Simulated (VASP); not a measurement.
# MgBe2Te2O (P4mm) in VASP: a series of runs, part 2 of 2

VASP 6.6.1.

## (3) Single point, PBE

This run uses another cell than the first one, of 22.74 Å³/atom.

The input, INCAR:

```
ALGO     = Normal         # electronic algorithm
EDIFF    = 1E-7           # SCF threshold, eV
ENCUT    = 520            # plane-wave cutoff, eV
GGA      = PE             # functional
ISIF     = 2              # what is computed and relaxed
ISMEAR   = 0              # smearing method
LASPH    = True           # aspherical terms in the spheres
LCHARG   = False          # write CHGCAR
LREAL    = False          # projectors in reciprocal space
LWAVE    = False          # write WAVECAR
NBANDS   = 21             # bands
NELM     = 100            # most SCF steps
PREC     = Accurate       # precision mode
SIGMA    = 0.1            # smearing width, eV
```

The input, KPOINTS:

```
k-points
0
Gamma
  4 4 4
```

The input, POSCAR:

```
MgBe2Te2O
1.0
    3.6776553695      0.0000000000      0.0000000000
    0.0000000000      3.6776553695      0.0000000000
    0.0000000000      0.0000000000     10.0881722730
Mg Be Te O
1 2 2 1
Direct
    0.0000000000      0.0000000000      0.6054503777
    0.5000000000      0.0000000000      1.1457824008
    0.0000000000      0.5000000000      1.1457824008
    0.5000000000      0.5000000000      0.7019080190
    0.0000000000      0.0000000000      0.3034212493
    0.5000000000      0.5000000000      0.0976556024
```

Potentials or basis: VASP PAW PBE potentials, release 64 (Mg, Be, Te, O).

Command:

```bash
$ cat potpaw_PBE.64/Mg/POTCAR potpaw_PBE.64/Be/POTCAR potpaw_PBE.64/Te/POTCAR potpaw_PBE.64/O/POTCAR > POTCAR
$ mpirun -np 1 vasp_std > vasp.out
```

OUTCAR:

```text
EDIFF = 1E-7
   ENCUT = 520
   GGA = PE
   ISIF = 2
   ISMEAR = 0
   LASPH = True
   LREAL = False
   NELM = 100
   PREC = Accurate

 ion  position               nearest neighbor table
   1  0.000  0.000  0.605-   4 2.78   4 2.78   4 2.78   4 2.78   5 3.05
   2  0.500  0.000  0.146-   6 1.90   6 1.90   5 2.43   5 2.43
   3  0.000  0.500  0.146-   6 1.90   6 1.90   5 2.43   5 2.43
   4  0.500  0.500  0.702-   1 2.78   1 2.78   1 2.78   1 2.78
   5  0.000  0.000  0.303-   2 2.43   3 2.43   3 2.43   2 2.43   1 3.05
   6  0.500  0.500  0.098-   2 1.90   3 1.90   2 1.90   3 1.90

  LATTYP: Found a simple tetragonal cell.
 ALAT       =     3.6776553695
 C/A-ratio  =     2.7430988658

  Lattice vectors:

 A1 = (   3.6776553695,   0.0000000000,   0.0000000000)
 A2 = (   0.0000000000,   3.6776553695,   0.0000000000)
 A3 = (   0.0000000000,   0.0000000000,  10.0881722730)

Analysis of symmetry for initial positions (statically):
=====================================================================
 Subroutine PRICEL returns:
 Original cell was already a primitive cell.

 Routine SETGRP: Setting up the symmetry group for a
 simple tetragonal supercell.

 Subroutine GETGRP returns: Found  8 space group operations
 (whereof  8 operations were pure point group operations)
 out of a pool of 16 trial point group operations.

The static configuration has the point symmetry C_4v.

Analysis of symmetry for dynamics (positions and initial velocities):
=====================================================================
 Subroutine PRICEL returns:
 Original cell was already a primitive cell.

 Routine SETGRP: Setting up the symmetry group for a
 simple tetragonal supercell.

 Subroutine GETGRP returns: Found  8 space group operations
 (whereof  8 operations were pure point group operations)
 out of a pool of 16 trial point group operations.

The dynamic configuration has the point symmetry C_4v.

 Subroutine INISYM returns: Found  8 space group operations
 (whereof  8 operations are pure point group operations),
 and found     1 'primitive' translations

----------------------------------------------------------------------------------------

                                     Primitive cell

  volume of cell :     136.4440

  direct lattice vectors                    reciprocal lattice vectors
     3.677655370  0.000000000  0.000000000     0.271912373  0.000000000  0.000000000
     0.000000000  3.677655370  0.000000000     0.000000000  0.271912373  0.000000000
     0.000000000  0.000000000 10.088172273     0.000000000  0.000000000  0.099125984

  length of vectors
     3.677655370  3.677655370 10.088172273     0.271912373  0.271912373  0.099125984

  position of ions in fractional coordinates (direct lattice)
     0.000000000  0.000000000  0.605450378
     0.500000000  0.000000000  0.145782401
     0.000000000  0.500000000  0.145782401
     0.500000000  0.500000000  0.701908019
     0.000000000  0.000000000  0.303421249
     0.500000000  0.500000000  0.097655602

  ion indices of the primitive-cell ions
   primitive index   ion index
[... 30 lines left out ...]

 Found     18 irreducible k-points:

 Following reciprocal coordinates:
            Coordinates               Weight
  0.000000  0.000000  0.000000      1.000000
  0.250000  0.000000  0.000000      4.000000
  0.500000  0.000000  0.000000      2.000000
  0.250000  0.250000  0.000000      4.000000
  0.500000  0.250000  0.000000      4.000000
  0.500000  0.500000  0.000000      1.000000
[... 10 lines left out ...]
  0.500000  0.250000  0.500000      4.000000
  0.500000  0.500000  0.500000      1.000000
   k-points           NKPTS =     18   k-points in BZ     NKDIM =     18   number of bands    NBANDS=     21
   number of dos      NEDOS =    301   number of ions     NIONS =      6
   total plane-waves  NPLWV =  62720
   dimension x,y,z NGX =    28 NGY =   28 NGZ =   80
   dimension x,y,z NGXF=    56 NGYF=   56 NGZF=  160
   ions per type =               1   2   2   1
   NGX,Y,Z   is equivalent  to a cutoff of  12.66, 12.66, 13.18 a.u.
   NGXF,Y,Z  is equivalent  to a cutoff of  25.31, 25.31, 26.37 a.u.
 SYSTEM =  unknown system
   PREC   = accura    normal or accurate (medium, high low for compatibility)
   ISTART =      0    job   : 0-new  1-cont  2-samecut
   ICHARG =      2    charge: 1-file 2-atom 10-const
   ISPIN  =      1    spin polarized calculation?
   LNONCOLLINEAR =      F non collinear calculations
   LSORBIT =      F    spin-orbit coupling
   LASPH  =      T    aspherical Exc in radial PAW
   ENCUT  =  520.0 eV  38.22 Ry    6.18 a.u.   6.84  6.84 18.76*2*pi/ulx,y,z
   NELM   =    100;   NELMIN=  2; NELMDL= -5     # of ELM steps
   EDIFF  = 0.1E-06   stopping-criterion for ELM
   LREAL  =      F    real-space projection
   EDIFFG = 0.1E-05   stopping-criterion for IOM
   NSW    =      0    number of steps for IOM
   IBRION =     -1    ionic relax: 0-MD 1-quasi-New 2-CG
   NFREE  =      0    steps in history (QN), initial steepest desc. (CG)
   ISIF   =      2    stress and relaxation
   ISYM   =      2    0-nonsym 1-usesym 2-fastsym
   POTIM  = 0.5000    time-step for ionic-motion
   TEBEG  =    0.0;   TEEND  =   0.0 temperature during run
   PSTRESS=    0.0 pullay stress
   NELECT =      24.0000    total number of electrons
   NUPDOWN=      -1.0000    fix difference up-down
   EMIN   =  10.00;   EMAX   =-10.00  energy-range for DOS
   EFERMI =   0.00;   METHOD = LEGACY
   ISMEAR =     0;   SIGMA  =   0.10  broadening in eV -4-tet -1-fermi 0-gaus
   EFERMI_NEDOS =   21; number of points for ismear=-14 and -15
   IALGO  =     38    algorithm
   IMIX   =      4    mixing-type and parameters
     AMIX     =   0.40;   BMIX     =  1.00
     AMIX_MAG =   1.60;   BMIX_MAG =  1.00
  volume/ion in A,a.u.               =      22.74       153.46
  Fermi-wavevector in a.u.,A,eV,Ry     =   0.917263  1.733375 11.447545  0.841371
  Thomas-Fermi vector in A             =   2.042212
   LORBIT       =      0    0 simple, 1 ext, 2 COOP (PROOUT), +10 PAW based schemes
   GGA     = PE    functional components
   LHFCALC =     F    Hartree Fock is set to
   AEXX    =    0.0000 exact exchange contribution
   IVDW    =     0    specifies the selected vdW correction
   LEPSILON=     F    determine dielectric tensor
   LRPA    =     F    only Hartree local field effects (RPA)
 non-spin polarized calculation
 Gauss-broadening in eV      SIGMA  =   0.10
  energy-cutoff  :      520.00
  volume of cell :      136.44
 maximum number of plane-waves:      3718
 NGX is ok and might be reduce to    28
   NGX = 13   NGY = 13   NGZ = 37

 number of electron      23.9999997 magnetization

 Free energy of the ion-electron system (eV)
  ---------------------------------------------------
  ext. energy  EPLUGINS =         0.00000000
  ---------------------------------------------------
  free energy    TOTEN  =       -23.87502511 eV

  energy without entropy =      -23.86704097  energy(sigma->0) =      -23.87103304

 E-fermi :   4.4882     XC(G=0):  -8.2500

 val. band max:        4.4710916749   @ k =   0.5000   0.5000   0.5000
 cond. band min:       4.5725483587   @ k =   0.2500   0.0000   0.0000
 fundamental gap:      0.1014566837
 Fermi energy:         4.4881553542

 k-point     1 :       0.0000    0.0000    0.0000
  band No.  band energies     occupation
      1     -15.3494      2.00000
      2      -8.9459      2.00000
      3      -7.6113      2.00000
      4      -2.2345      2.00000
      5      -2.2345      2.00000
      6      -1.6039      2.00000
[... 421 lines left out ...]
     20      10.0758      0.00000
     21      10.0781      0.00000

------------------------ aborting loop because EDIFF is reached ----------------------------------------

  FORCE on cell =-STRESS in cart. coord.  units (eV):
  Direction    XX          YY          ZZ          XY          YZ          ZX
  --------------------------------------------------------------------------------------
  -------------------------------------------------------------------------------------
  Total        0.0171018      0.0171018      0.1236331      0.0000000      0.0000000     -0.0000000
  in kB        0.2008163      0.2008163      1.4517469      0.0000000      0.0000000     -0.0000000
  external PRESSURE =       0.6177932 kB  Pullay stress =       0.0000000 kB

 VOLUME and BASIS-vectors are now :
 -----------------------------------------------------------------------------
  energy-cutoff  :      520.00
  volume of cell :      136.44
      direct lattice vectors                 reciprocal lattice vectors
     3.677655370  0.000000000  0.000000000     0.271912373  0.000000000  0.000000000
     0.000000000  3.677655370  0.000000000     0.000000000  0.271912373  0.000000000
     0.000000000  0.000000000 10.088172273     0.000000000  0.000000000  0.099125984

 POSITION                                       TOTAL-FORCE (eV/Angst)
 -----------------------------------------------------------------------------------
      0.00000      0.00000      6.10789         0.000000     -0.000000      0.001875
      1.83883      0.00000      1.47068         0.000000     -0.000000     -0.031861
      0.00000      1.83883      1.47068         0.000000     -0.000000     -0.031861
      1.83883      1.83883      7.08097         0.000000     -0.000000     -0.013839
      0.00000      0.00000      3.06097         0.000000     -0.000000      0.054642
      1.83883      1.83883      0.98517         0.000000      0.000000      0.021045
 -----------------------------------------------------------------------------------
    total drift:                                0.000000      0.000000      0.000565

  FREE ENERGIE OF THE ION-ELECTRON SYSTEM (eV)
  ---------------------------------------------------
  free  energy   TOTEN  =       -23.8750251135 eV

  energy  without entropy=      -23.8670409719  energy(sigma->0) =      -23.87103304
```

Wall time 1.9 min (1 thread of Intel Xeon 8259CL, shared host); peak memory 0.27 GiB.

What came out:

* Free energy: -23.8750 eV
* Pressure: 0.1 GPa
* Largest force: 0.055 eV/Å
* Band gap on the k mesh: zero (bands 12 and 13 overlap by 0.56 eV)

Forces on the atoms (eV/Å):
```
Mg   0.000  0.000  0.002
Be   0.000  0.000 -0.032
Be   0.000  0.000 -0.032
Te   0.000  0.000 -0.014
Te   0.000  0.000  0.055
O    0.000  0.000  0.021
```

Caveat: the k points lie up to 0.43 Å⁻¹ apart, too coarse for converged energies and pressures of a metal; semilocal functionals underestimate gaps, so a narrow gap can read as zero; spin-orbit coupling is left out, which moves the levels of the heavy elements.

## (4) Single point, PBE

This run uses another cell than the first one, of 22.71 Å³/atom.

The input, INCAR:

```
SYSTEM = MgBe2Te2O
ALGO = Normal
EDIFF = 1E-7
ENCUT = 520
GGA = PE
ISIF = 2
ISMEAR = 0
LASPH = .True.
LCHARG = .True.
LELF = .True.
LREAL = .False.
LVHAR = .True.
LWAVE = .False.
NBANDS = 21
NELM = 60
PREC = Accurate
SIGMA = 0.1
```

The input, KPOINTS:

```
k-points
0
Gamma
  6 6 2
  0 0 0
```

The input, POSCAR:

```
MgBe2Te2O
1.0
    3.6739164397      0.0000000000      0.0000000000
    0.0000000000      3.6739164397      0.0000000000
    0.0000000000      0.0000000000     10.0934969135
Mg Be Te O
1 2 2 1
Direct
    0.0000000000      0.0000000000      0.6060688736
    0.5000000000      0.0000000000      0.1458968895
    0.0000000000      0.5000000000      0.1458968895
    0.5000000000      0.5000000000      0.7000950019
    0.0000000000      0.0000000000      0.3037244719
    0.5000000000      0.5000000000      0.0983179236
```

Command:

```bash
$ cat potpaw_PBE.64/Mg/POTCAR potpaw_PBE.64/Be/POTCAR potpaw_PBE.64/Te/POTCAR potpaw_PBE.64/O/POTCAR > POTCAR
$ mpirun -np 1 vasp_std > vasp.out
```

It took 2.2 min on 1 thread of Intel Xeon 8259CL, shared host; peak memory 0.28 GiB.

It converged, with:

| Item | Value |
| --- | --- |
| Free energy | -23.9985 eV |
| Pressure | 0.1 GPa |
| Largest force | 0.064 eV/Å |
| Band gap on the k mesh | zero (bands 12 and 13 overlap by 0.58 eV) |

Forces in eV/Å, atoms in the order of the input:
```
Mg   0.000  0.000 -0.009
Be   0.000  0.000 -0.029
Be   0.000  0.000 -0.029
Te   0.000  0.000  0.002
Te   0.000  0.000  0.064
O    0.000  0.000  0.001
```

Levels at points of the mesh, in eV from the Fermi level:
| k point | band 9 | band 10 | band 11 | band 12 | band 13 | band 14 | band 15 | band 16 |
| --- | --- | --- | --- | --- | --- | --- | --- | --- |
| (0.00, 0.00, 0.00) | -1.71 | -1.71 | -0.69 | -0.69 | -0.36 | 1.59 | 2.97 | 3.58 |
| (0.50, 0.00, 0.00) | -3.64 | -2.28 | -1.84 | 0.21 | 1.20 | 1.28 | 1.87 | 3.07 |
| (0.50, 0.50, 0.00) | -4.61 | -4.23 | -4.23 | -1.09 | -0.03 | 2.22 | 2.33 | 2.43 |
| (0.00, 0.00, 0.50) | -1.71 | -1.71 | -0.68 | -0.68 | 0.07 | 1.60 | 2.33 | 3.72 |
| (0.50, 0.00, 0.50) | -3.74 | -2.11 | -1.84 | 0.21 | 0.88 | 1.00 | 2.46 | 3.56 |
| (0.50, 0.50, 0.50) | -4.61 | -4.20 | -4.20 | -1.11 | 0.06 | 1.92 | 2.35 | 2.35 |

Caveat: semilocal functionals underestimate gaps, so a narrow gap can read as zero; spin-orbit coupling is left out, which moves the levels of the heavy elements.

## (5) Summary

| cell | k mesh | gap on the mesh (eV) | pressure (GPa) | largest force (eV/Å) |
| --- | --- | --- | --- | --- |
| a = 4.151, b = 4.151, c = 6.651 Å, 6 atoms, atomic positions A | 4 × 4 × 4 | none | 6.6 | 3.53 |
| a = 3.678, b = 3.678, c = 10.088 Å, 6 atoms, atomic positions B | 4 × 4 × 4 | none | 0.1 | 0.05 |
| a = 3.674, b = 3.674, c = 10.093 Å, 6 atoms, atomic positions C | 6 × 6 × 2 | none | 0.1 | 0.06 |

Alike in all rows: task single point; level PBE; potentials or basis VASP PAW PBE potentials, release 64 (Mg, Be, Te, O); no spin polarisation; cutoff (eV) 520; smearing gaussian 0.1 eV.

Caveats: some runs use coarse meshes; semilocal functionals underestimate gaps, so a narrow gap can read as zero; spin-orbit coupling is left out, which moves the levels of the heavy elements; forces of over 1 eV/Å act on the atoms, so gaps and moduli don't describe the material at rest (at least some runs).

Absolute energies hang on the potentials; compare differences alone.
